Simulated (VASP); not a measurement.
HgTe:

```
Hg Te
1.0
     0.00000    3.32685    3.32685
     3.32685    0.00000    3.32685
     3.32685    3.32685    0.00000
Hg Te
1 1
Direct
  0.00000 0.00000 0.00000
  0.25000 0.25000 0.25000
```

| Item | Value |
| --- | --- |
| Program | VASP 6.6.1 |
| Task | relaxation of cell and atoms |
| Functional | LDA |
| Potentials or basis | VASP PAW LDA potentials, release 64 (Hg, Te) |
| Cutoff | 600 eV |
| k mesh | 6 × 6 × 6 |
| Occupations | fermi-dirac, width 0.02 eV |
| Spin | no spin polarisation |

At the start: pressure -3.4 GPa; volume 36.82 Å³/atom.

How do energy, volume and symmetry change on relaxing?

Over 3 steps the energy falls by 38.3 meV/atom and the volume is 33.56 Å³/atom (-8.8 %); space group F-43m (No. 216, to 0.1 Å) before and after.

The path:
```tsv
step	energy change (eV)	largest force (eV/Å)	pressure (GPa)	volume (Å³)
1	0.0000	0.0000	-3.44	73.64
2	-0.0708	0.0000	1.20	65.54
3	-0.0766	0.0000	0.01	67.13
```

Final structure:
```xyz
2
Lattice="0.0000 3.2257 3.2257 3.2257 0.0000 3.2257 3.2257 3.2257 0.0000" Properties=species:S:1:pos:R:3 pbc="T T T"
Hg    0.0000    0.0000    0.0000
Te    1.6129    1.6129    1.6129
```
